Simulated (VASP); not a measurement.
Write the native input for VASP 6.6.1 that does the following.

- Task: single point
- Functional: PBE
- Potentials or basis: VASP PAW PBE potentials, release 64 (Yb, Be)
- Cutoff: 520 eV
- k mesh: 10 × 10 × 10
- Occupations: gaussian, width 0.1 eV
- Spin: no spin polarisation
- Dipole correction: no
- Further INCAR settings: ALGO = Normal; EDIFF = 1e-07; NBANDS = 26

The structure of YbBe5 lies in POSCAR:

```
YbBe5
1.0
    0.0000000000      3.2630557526      3.2630557526
    3.2630557526      0.0000000000      3.2630557526
    3.2630557526      3.2630557526      0.0000000000
Yb Be
1 5
Direct
    0.0000000000      0.0000000000      0.0000000000
    0.7500000000      0.7500000000      0.7500000000
    0.3760750543      0.3760750543      0.8717748371
    0.3760750543      0.8717748371      0.3760750543
    0.3760750543      0.3760750543      0.3760750543
    0.8717748371      0.3760750543      0.3760750543
```

These files were run (other wordings do the same):

INCAR

```
SYSTEM = YbBe5
PREC = Accurate ; ENCUT = 520
EDIFF = 1E-7 ; ISMEAR = 0
SIGMA = 0.1 ; LREAL = .False.
LASPH = .True. ; NELM = 60
ALGO = Normal ; ISIF = 2
LWAVE = .False. ; LCHARG = .False.
GGA = PE ; NBANDS = 26
```

KPOINTS

```
regular mesh
0
Gamma
  10 10 10
  0 0 0
```

Potentials or basis: VASP PAW PBE potentials, release 64 (Yb, Be).

Launch:

```sh
$ cat potpaw_PBE.64/Yb/POTCAR potpaw_PBE.64/Be/POTCAR > POTCAR
$ mpirun -np 1 vasp_std > vasp.out
```

It gave:

```
Pressure               : 0.1 GPa
Band gap on the k mesh : zero (band 17 reaches 4.87 eV, above the bottom of band 18 at 4.08 eV)
```

Caveat: spin-orbit coupling is left out, which moves the levels of the heavy elements; without U or exact exchange the open f shell lies at the Fermi level, which spoils levels, moments and volumes.

Run time: 5.2 min on 1 thread of Intel(R) Xeon(R) Platinum 8259CL CPU @ 2.50GHz (Skylake/Cascade Lake), with other jobs on the host, peak memory 0.26 GiB.
